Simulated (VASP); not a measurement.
# CuI (F-43m) in VASP: notebook

The runs below take CuI through single point, with HF.

Everything below comes from runs of VASP 6.6.1. Logs are shortened: lines on timing, memory, paths and dates and some standing lists are left out, and cuts for length are marked.

**1. The cell of the first run**

Symmetry: F-43m, No. 216, cubic system. The conventional cell has a = 6.022 Å, b = 6.022 Å, c = 6.022 Å, α = 90.00°, β = 90.00°, γ = 90.00°. Within 3.4 Å of I (site symmetry -43m) lie 4 Cu at 2.61 Å. Within 3.4 Å of Cu (site symmetry -43m) lie 4 I at 2.61 Å.

**2. Single point, HF**

The input, POSCAR:

```
CuI
1.0
    0.0000000000      3.0111537494      3.0111537494
    3.0111537494      0.0000000000      3.0111537494
    3.0111537494      3.0111537494      0.0000000000
I Cu
1 1
Direct
    0.0000000000      0.0000000000      0.0000000000
    0.7500000000      0.7500000000      0.7500000000
```

The input, INCAR.step1:

```
PREC = Accurate ; ENCUT = 520
EDIFF = 1E-5 ; ISMEAR = -1
SIGMA = 0.05 ; LREAL = F
LASPH = T ; NELM = 80
ALGO = Normal ; ISIF = 2
LWAVE = T ; LCHARG = F
GGA = PE ; NBANDS = 16
```

The input, INCAR.step2:

```
PREC = Accurate ; ENCUT = 520
EDIFF = 1E-7 ; ISMEAR = -1
SIGMA = 0.05 ; LREAL = F
LASPH = T ; NELM = 80
ALGO = Normal ; ISIF = 2
LWAVE = F ; LCHARG = F
GGA = PE ; LHFCALC = T
AEXX = 1.0 ; ALDAC = 0.0
AGGAC = 0.0 ; PRECFOCK = Normal
ISTART = 1 ; NBANDS = 16
```

The input, KPOINTS:

```
Automatic mesh
0
Gamma
  4 4 4
```

Potentials or basis: VASP PAW PBE potentials, release 64 (I, Cu).

Launch:

```
$ cat potpaw_PBE.64/I/POTCAR potpaw_PBE.64/Cu/POTCAR > POTCAR
$ cp INCAR.step1 INCAR
$ mpirun -np 1 vasp_std > vasp.out
$ cp INCAR.step2 INCAR
$ mpirun -np 1 vasp_std > vasp.out
```

OUTCAR:

```text
PREC = Accurate
   ENCUT = 520
   EDIFF = 1E-7
   ISMEAR = -1
   LREAL = F
   LASPH = T
   NELM = 80
   ISIF = 2
   GGA = PE
   LHFCALC = T
   AEXX = 1.0
   PRECFOCK = Normal
   ISTART = 1

 ion  position               nearest neighbor table
   1  0.000  0.000  0.000-   2 2.61   2 2.61   2 2.61   2 2.61
   2  0.750  0.750  0.750-   1 2.61   1 2.61   1 2.61   1 2.61

  LATTYP: Found a face centered cubic cell.
 ALAT       =     6.0223074988

  Lattice vectors:

 A1 = (   0.0000000000,   3.0111537494,   3.0111537494)
 A2 = (   3.0111537494,   0.0000000000,   3.0111537494)
 A3 = (   3.0111537494,   3.0111537494,   0.0000000000)

Analysis of symmetry for initial positions (statically):
=====================================================================
 Subroutine PRICEL returns:
 Original cell was already a primitive cell.

 Routine SETGRP: Setting up the symmetry group for a
 face centered cubic supercell.

 Subroutine GETGRP returns: Found 24 space group operations
 (whereof 24 operations were pure point group operations)
 out of a pool of 48 trial point group operations.

The static configuration has the point symmetry T_d .

Analysis of symmetry for dynamics (positions and initial velocities):
=====================================================================
 Subroutine PRICEL returns:
 Original cell was already a primitive cell.

 Routine SETGRP: Setting up the symmetry group for a
 face centered cubic supercell.

 Subroutine GETGRP returns: Found 24 space group operations
 (whereof 24 operations were pure point group operations)
 out of a pool of 48 trial point group operations.

The dynamic configuration has the point symmetry T_d .

 Subroutine INISYM returns: Found 24 space group operations
 (whereof 24 operations are pure point group operations),
 and found     1 'primitive' translations

----------------------------------------------------------------------------------------

                                     Primitive cell

  volume of cell :      54.6045

  direct lattice vectors                    reciprocal lattice vectors
     0.000000000  3.011153749  3.011153749    -0.166049309  0.166049309  0.166049309
     3.011153749  0.000000000  3.011153749     0.166049309 -0.166049309  0.166049309
     3.011153749  3.011153749  0.000000000     0.166049309  0.166049309 -0.166049309

  length of vectors
     4.258414471  4.258414471  4.258414471     0.287605840  0.287605840  0.287605840

  position of ions in fractional coordinates (direct lattice)
     0.000000000  0.000000000  0.000000000
     0.750000000  0.750000000  0.750000000

  ion indices of the primitive-cell ions
   primitive index   ion index
                 1           1
                 2           2

----------------------------------------------------------------------------------------

 KPOINTS: Automatic mesh

Automatic generation of k-mesh.
 Grid dimensions read from file:
 generate k-points for:    4    4    4

 Generating k-lattice:

  Cartesian coordinates                     Fractional coordinates (reciprocal lattice)
    -0.041512327  0.041512327  0.041512327     0.250000000  0.000000000  0.000000000
     0.041512327 -0.041512327  0.041512327     0.000000000  0.250000000  0.000000000
     0.041512327  0.041512327 -0.041512327     0.000000000  0.000000000  0.250000000

  Length of vectors
     0.071901460  0.071901460  0.071901460

  Shift w.r.t. Gamma in fractional coordinates (k-lattice)
     0.000000000  0.000000000  0.000000000

 Subroutine IBZKPT returns following result:
 ===========================================

 Found      8 irreducible k-points:

 Following reciprocal coordinates:
            Coordinates               Weight
  0.000000  0.000000  0.000000      1.000000
  0.250000  0.000000  0.000000      8.000000
  0.500000  0.000000  0.000000      4.000000
  0.250000  0.250000  0.000000      6.000000
  0.500000  0.250000  0.000000     24.000000
 -0.250000  0.250000  0.000000     12.000000
  0.500000  0.500000  0.000000      3.000000
 -0.250000  0.500000  0.250000      6.000000
   k-points           NKPTS =      8   k-points in BZ     NKDIM =     64   number of bands    NBANDS=     16
   number of dos      NEDOS =    301   number of ions     NIONS =      2
   total plane-waves  NPLWV =  32768
   dimension x,y,z NGX =    32 NGY =   32 NGZ =   32
   dimension x,y,z NGXF=    64 NGYF=   64 NGZF=   64
   ions per type =               1   1
   NGX,Y,Z   is equivalent  to a cutoff of  12.49, 12.49, 12.49 a.u.
   NGXF,Y,Z  is equivalent  to a cutoff of  24.99, 24.99, 24.99 a.u.
 SYSTEM =  unknown system
   PREC   = accura    normal or accurate (medium, high low for compatibility)
   ISTART =      1    job   : 0-new  1-cont  2-samecut
   ICHARG =      0    charge: 1-file 2-atom 10-const
   ISPIN  =      1    spin polarized calculation?
   LNONCOLLINEAR =      F non collinear calculations
   LSORBIT =      F    spin-orbit coupling
   LASPH  =      T    aspherical Exc in radial PAW
   ENCUT  =  520.0 eV  38.22 Ry    6.18 a.u.   7.92  7.92  7.92*2*pi/ulx,y,z
   NELM   =     80;   NELMIN=  2; NELMDL=  0     # of ELM steps
   EDIFF  = 0.1E-06   stopping-criterion for ELM
   LREAL  =      F    real-space projection
   EDIFFG = 0.1E-05   stopping-criterion for IOM
   NSW    =      0    number of steps for IOM
   IBRION =     -1    ionic relax: 0-MD 1-quasi-New 2-CG
   NFREE  =      0    steps in history (QN), initial steepest desc. (CG)
   ISIF   =      2    stress and relaxation
   ISYM   =      3    0-nonsym 1-usesym 2-fastsym
   POTIM  = 0.5000    time-step for ionic-motion
   TEBEG  =    0.0;   TEEND  =   0.0 temperature during run
   PSTRESS=    0.0 pullay stress
   NELECT =      18.0000    total number of electrons
   NUPDOWN=      -1.0000    fix difference up-down
   EMIN   =  10.00;   EMAX   =-10.00  energy-range for DOS
   EFERMI =   0.00;   METHOD = LEGACY
   ISMEAR =    -1;   SIGMA  =   0.05  broadening in eV -4-tet -1-fermi 0-gaus
   EFERMI_NEDOS =   21; number of points for ismear=-14 and -15
   IALGO  =     38    algorithm
   IMIX   =      1    mixing-type and parameters
     AMIX     =   0.40;   BMIX     =  1.00
     AMIX_MAG =   1.60;   BMIX_MAG =  1.00
  volume/ion in A,a.u.               =      27.30       184.24
  Fermi-wavevector in a.u.,A,eV,Ry     =   1.130896  2.137084 17.400847  1.278926
  Thomas-Fermi vector in A             =   2.267594
   LORBIT       =      0    0 simple, 1 ext, 2 COOP (PROOUT), +10 PAW based schemes
   GGA     = PE    functional components
   LHFCALC =     T    Hartree Fock is set to
   PRECFOCK=normal    Normal, Fast or Accurate (Low or Medium for compatibility)
   ENCUT4O =  -1.0   cutoff for four orbital integrals eV
   NKREDX  =     1    reduce k-point grid by
   NKREDY  =     1    reduce k-point grid by
   NKREDZ  =     1    reduce k-point grid by
   AEXX    =    1.0000 exact exchange contribution
   HFSCREEN=    0.0000 screening length (either q_TF or 0.3 A-1)
   HFSCREENC=   0.0000 screening length for correlation (either q_TF or 0.3 A-1)
   ENCUTFOCK=  -1.0 apply spherical cutoff to Coloumb kernel
   IVDW    =     0    specifies the selected vdW correction
   LEPSILON=     F    determine dielectric tensor
   LRPA    =     F    only Hartree local field effects (RPA)
 non-spin polarized calculation
  energy-cutoff  :      520.00
  volume of cell :       54.60
 maximum number of plane-waves:      1480
  NGX = 24; NGY = 24; NGZ = 24

 number of electron      18.0000017 magnetization

 Free energy of the ion-electron system (eV)
  ---------------------------------------------------
  ext. energy  EPLUGINS =         0.00000000
  ---------------------------------------------------
  free energy    TOTEN  =       -10.58766060 eV

  energy without entropy =      -10.58766060  energy(sigma->0) =      -10.58766060

 E-fermi :   1.8123     XC(G=0):   0.0000

 val. band max:        0.7641630518   @ k =   0.0000   0.0000   0.0000
 cond. band min:      10.6533984645   @ k =   0.0000   0.0000   0.0000
 fundamental gap:      9.8892354127
 Fermi energy:         1.8122656930

 k-point     1 :       0.0000    0.0000    0.0000
  band No.  band energies     occupation
      1     -16.4920      2.00000
      2      -5.5069      2.00000
      3      -5.5069      2.00000
      4      -5.5069      2.00000
      5      -4.5233      2.00000
      6      -4.5233      2.00000
      7       0.7642      2.00000
      8       0.7642      2.00000
      9       0.7642      2.00000
     10      10.6534      0.00000
     11      14.3572      0.00000
     12      14.3572      0.00000
     13      14.3572      0.00000
     14      18.7298      0.00000
     15      19.4676      0.00000
     16      19.4676      0.00000

 k-point     2 :       0.2500    0.0000    0.0000
  band No.  band energies     occupation
      1     -16.1109      2.00000
      2      -5.4955      2.00000
      3      -5.4041      2.00000
      4      -5.4041      2.00000
      5      -4.5333      2.00000
      6      -4.5333      2.00000
      7      -1.9251      2.00000
      8       0.2232      2.00000
      9       0.2232      2.00000
     10      11.8558      0.00000
     11      14.9760      0.00000
     12      14.9760      0.00000
     13      14.9859      0.00000
     14      18.3446      0.00000
     15      18.3446      0.00000
     16      18.6902      0.00000

 k-point     3 :       0.5000    0.0000    0.0000
  band No.  band energies     occupation
      1     -15.6740      2.00000
      2      -5.3122      2.00000
      3      -5.3122      2.00000
      4      -5.0437      2.00000
      5      -4.5159      2.00000
      6      -4.5159      2.00000
      7      -4.4106      2.00000
      8      -0.2776      2.00000
      9      -0.2776      2.00000
     10      11.6477      0.00000
     11      14.6926      0.00000
     12      14.6926      0.00000
     13      16.6379      0.00000
     14      19.6516      0.00000
     15      21.3343      0.00000
     16      21.3343      0.00000

 k-point     4 :       0.2500    0.2500    0.0000
  band No.  band energies     occupation
      1     -15.9834      2.00000
      2      -5.6302      2.00000
      3      -5.2897      2.00000
      4      -5.2897      2.00000
      5      -4.5864      2.00000
      6      -4.4943      2.00000
      7      -1.4933      2.00000
      8      -0.6385      2.00000
      9      -0.6385      2.00000
     10      12.2259      0.00000
     11      12.9499      0.00000
     12      16.2966      0.00000
     13      16.7108      0.00000
     14      16.7108      0.00000
     15      20.2374      0.00000
     16      22.7023      0.00000

 k-point     5 :       0.5000    0.2500    0.0000
  band No.  band energies     occupation
      1     -15.5441      2.00000
      2      -5.4802      2.00000
      3      -5.1491      2.00000
      4      -4.9792      2.00000
      5      -4.5032      2.00000
      6      -4.4659      2.00000
      7      -3.7050      2.00000
      8      -1.7220      2.00000
      9      -1.1157      2.00000
     10      12.2037      0.00000
     11      14.1510      0.00000
     12      15.9139      0.00000
     13      16.8021      0.00000
     14      19.8807      0.00000
     15      21.4997      0.00000
     16      22.1843      0.00000

 k-point     6 :      -0.2500    0.2500    0.0000
  band No.  band energies     occupation
      1     -15.6910      2.00000
      2      -5.3491      2.00000
      3      -5.2701      2.00000
      4      -5.1978      2.00000
      5      -4.5645      2.00000
      6      -4.5073      2.00000
      7      -3.1214      2.00000
      8      -1.8541      2.00000
      9      -0.2943      2.00000
     10      13.1371      0.00000
     11      14.6405      0.00000
     12      15.0477      0.00000
     13      15.9370      0.00000
     14      17.7353      0.00000
     15      20.8782      0.00000
     16      22.4244      0.00000

 k-point     7 :       0.5000    0.5000    0.0000
  band No.  band energies     occupation
      1     -15.3991      2.00000
      2      -5.7259      2.00000
      3      -4.9472      2.00000
      4      -4.9472      2.00000
      5      -4.4660      2.00000
      6      -4.4644      2.00000
      7      -3.4358      2.00000
      8      -1.9196      2.00000
      9      -1.9196      2.00000
     10      11.0552      0.00000
     11      12.0518      0.00000
     12      19.8526      0.00000
     13      20.7360      0.00000
     14      20.7360      0.00000
     15      21.5467      0.00000
     16      22.4314      0.00000

 k-point     8 :      -0.2500    0.5000    0.2500
  band No.  band energies     occupation
      1     -15.3946      2.00000
      2      -5.4045      2.00000
      3      -4.9826      2.00000
      4      -4.8458      2.00000
      5      -4.6210      2.00000
      6      -4.2824      2.00000
      7      -3.6968      2.00000
      8      -2.3069      2.00000
      9      -2.1877      2.00000
     10      13.2450      0.00000
     11      14.8944      0.00000
     12      15.4244      0.00000
     13      15.7441      0.00000
     14      21.3411      0.00000
     15      22.3001      0.00000
     16      22.3726      0.00000

------------------------ aborting loop because EDIFF is reached ----------------------------------------

  FORCE on cell =-STRESS in cart. coord.  units (eV):
  Direction    XX          YY          ZZ          XY          YZ          ZX
  --------------------------------------------------------------------------------------
  -------------------------------------------------------------------------------------
  Total        3.2124252      3.2124252      3.2124252      0.0000000      0.0000000      0.0000000
  in kB       94.2572612     94.2572612     94.2572612      0.0000000      0.0000000      0.0000000
  external PRESSURE =      94.2572612 kB  Pullay stress =       0.0000000 kB

 VOLUME and BASIS-vectors are now :
 -----------------------------------------------------------------------------
  energy-cutoff  :      520.00
  volume of cell :       54.60
      direct lattice vectors                 reciprocal lattice vectors
     0.000000000  3.011153749  3.011153749    -0.166049309  0.166049309  0.166049309
     3.011153749  0.000000000  3.011153749     0.166049309 -0.166049309  0.166049309
     3.011153749  3.011153749  0.000000000     0.166049309  0.166049309 -0.166049309

 POSITION                                       TOTAL-FORCE (eV/Angst)
 -----------------------------------------------------------------------------------
      0.00000      0.00000      0.00000        -0.000000      0.000000     -0.000000
      4.51673      4.51673      4.51673         0.000000     -0.000000      0.000000
 -----------------------------------------------------------------------------------
    total drift:                               -0.000001      0.000040      0.000020

  FREE ENERGIE OF THE ION-ELECTRON SYSTEM (eV)
  ---------------------------------------------------
  free  energy   TOTEN  =       -10.5876606014 eV

  energy  without entropy=      -10.5876606013  energy(sigma->0) =      -10.58766060
```

Wall time 9.2 min (1 thread of Intel Xeon Platinum 8259CL at 2.50GHz (Skylake/Cascade Lake), shared host); peak memory 0.19 GiB.

Results:

```yaml
Free_energy: -10.5877 eV
Pressure: 9.4 GPa
Band_gap_on_the_k_mesh: 9.89 eV
```

Caveat: the k points lie up to 0.45 Å⁻¹ apart; the PAW data sets were made with another functional, which shifts forces and pressure a little; spin-orbit coupling is left out, which moves the levels of the heavy elements. A k mesh can miss the band edges.

**3. Single point, HF**

This run uses another cell than the first one, of 27.86 Å³/atom.

The input, POSCAR:

```
CuI
1.0
    0.0000000000      3.0315000000      3.0315000000
    3.0315000000      0.0000000000      3.0315000000
    3.0315000000      3.0315000000      0.0000000000
I Cu
1 1
Direct
    0.0000000000      0.0000000000      0.0000000000
    0.7500000000      0.7500000000      0.7500000000
```

The input, INCAR.step1:

```
SYSTEM = CuI
PREC = Accurate
ENCUT = 520
EDIFF = 1E-5
ISMEAR = -1
SIGMA = 0.05
LREAL = .False.
LASPH = .True.
NELM = 60
ALGO = Normal
ISIF = 2
LWAVE = .True.
LCHARG = .False.
GGA = PE
NBANDS = 16
```

The input, INCAR.step2:

```
SYSTEM = CuI
PREC = Accurate
ENCUT = 520
EDIFF = 1E-7
ISMEAR = -1
SIGMA = 0.05
LREAL = .False.
LASPH = .True.
NELM = 60
ALGO = Normal
ISIF = 2
LWAVE = .False.
LCHARG = .False.
GGA = PE
LHFCALC = .True.
AEXX = 1.0
ALDAC = 0.0
AGGAC = 0.0
PRECFOCK = Normal
ISTART = 1
NBANDS = 16
```

The input, KPOINTS:

```
Automatic mesh
0
Gamma
  4 4 4
  0 0 0
```

Potentials or basis: VASP PAW PBE potentials, release 64 (I, Cu).

Launch:

```
$ cat potpaw_PBE.64/I/POTCAR potpaw_PBE.64/Cu/POTCAR > POTCAR
$ cp INCAR.step1 INCAR
$ mpirun -np 1 vasp_std > vasp.out
$ cp INCAR.step2 INCAR
$ mpirun -np 1 vasp_std > vasp.out
```

It took 15 min on 1 thread of Intel Xeon Platinum 8259CL at 2.50GHz (Skylake/Cascade Lake), shared host; peak memory 0.19 GiB.

It converged, with:

* Free energy: -10.6494 eV
* Pressure: 8.3 GPa
* Band gap on the k mesh: 9.85 eV

Levels at points of the mesh, in eV from the valence-band top:
```tsv
k point	band 6	band 7	band 8	band 9	band 10	band 11	band 12	band 13
(0.00, 0.00, 0.00)	-5.19	0.00	0.00	0.00	9.85	13.63	13.63	13.63
(0.50, 0.00, 0.00)	-5.18	-5.08	-1.00	-1.00	10.89	13.96	13.96	15.84
(0.50, 0.50, 0.00)	-5.13	-4.10	-2.58	-2.58	10.35	11.33	18.91	19.85
```

Caveat: the k points lie up to 0.45 Å⁻¹ apart; the PAW data sets were made with another functional, which shifts forces and pressure a little; spin-orbit coupling is left out, which moves the levels of the heavy elements.

(Continued in part 2 of 2.)
